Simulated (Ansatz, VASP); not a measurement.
# Bi2Te3: VASP beside Ansatz

```
Bi Te
1.0
     2.21493    1.27879   10.16567
    -2.21493    1.27879   10.16567
     0.00000   -2.55758   10.16567
Bi Te
2 3
Direct
  0.40000 0.40000 0.40000
  0.60000 0.60000 0.60000
  0.00000 0.00000 0.00000
  0.20950 0.20950 0.20950
  0.79050 0.79050 0.79050
```

Change from the starting cell: equal xx and yy strain of +1 %, crystal datasets.

Alike in both runs: task electric field gradients; functional PBE; k mesh 7 × 7 × 7; occupations fermi-dirac, width 0.08 eV; no spin polarisation.

|  | VASP | Ansatz |
| --- | --- | --- |
| version | VASP 6.6.1 | Ansatz 0.2.0 |
| potentials or method | VASP PAW PBE potentials, release 64 (Bi_d, Te), cutoff 520 eV | all-electron PAW with datasets made for the crystal, scalar-relativistic |

|  | VASP | Ansatz | Ansatz less VASP |
| --- | --- | --- | --- |
| pressure (GPa) | 0.8 | 0.9 | +0.03 |
| rms of the force components (eV/Å) | 0.054 | 0.059 | +0.0046 |
| size of Vzz on the site where it differs most (V/Å²) | 85.2 | 89.2 | +4.02 |

Atom by atom the forces differ by 0.005 eV/Å (rms over components). Ansatz ran all-electron here, and VASP with PAW potentials.

Neither program's run includes spin-orbit coupling.
